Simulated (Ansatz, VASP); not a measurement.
Cd in VASP and in Ansatz

Contents of INCAR:

```
PREC = Accurate
ENCUT = 520
EDIFF = 1E-7
ISMEAR = -1
SIGMA = 0.018
LREAL = False
LASPH = True
NELM = 60
ALGO = Fast
ISIF = 2
LWAVE = False
LCHARG = True
GGA = RE
LELF = True
LVHAR = True
NBANDS = 12
```

KPOINTS

```
Automatic mesh
0
Gamma
  9 9 9
```

The input POSCAR:

```
Cd
1.0
    1.6080291515      0.9283960635      2.4492874100
   -1.6080291515      0.9283960635      2.4492874100
    0.0000000000     -1.8567921270      2.4492874100
Cd
1
Direct
    0.0000000000      0.0000000000      0.0000000000
```

Input for Ansatz:

```yaml
crystal:
  lattice:
    - [1.6080291515, 0.9283960635, 2.44928741]
    - [-1.6080291515, 0.9283960635, 2.44928741]
    - [0.0, -1.856792127, 2.44928741]
  atoms:
    - { symbol: Cd, position: [0.0, 0.0, 0.0] }
basis:
  ecutwfc: 420
kpoints:
  mp_grid: { grid: [9, 9, 9] }
hamiltonian:
  xc: revpbe
scf:
  occupations: { method: fermi_dirac, width: 0.018 }
output:
  forces: true
  stress: true
  eigenvalues: true
```

Alike in both runs: task single point; functional revPBE; k mesh 9 × 9 × 9; occupations fermi-dirac, width 0.018 eV; no spin polarisation.

|  | VASP | Ansatz |
| --- | --- | --- |
| version | VASP 6.6.1 | Ansatz 0.2.0 |
| potentials or method | VASP PAW PBE potentials, release 64 (Cd), cutoff 520 eV | scalar-relativistic, plane waves, PAW |
| valence electrons in the cell | 12 | 20 |

Ansatz gave:

- gap on the k mesh at the Fermi level (eV): none
- pressure (GPa): 4.2
- traceless stress, the component that is largest in VASP (GPa): 0.18

Question: What did VASP give for the same quantities?

Answer: gap on the k mesh at the Fermi level (eV): none; pressure (GPa): 4.5; traceless stress, the component that is largest in VASP (GPa): 0.23.

VASP's potentials were made for PBE, not for revPBE. A gap of «none» marks a metal or a gap that the smearing closes. The functional is the same, so the differences come from potentials, cutoffs and numerics. VASP's potentials hold 12 valence electrons a cell and Ansatz's 20, so a difference there can come from the potentials and not from the codes.
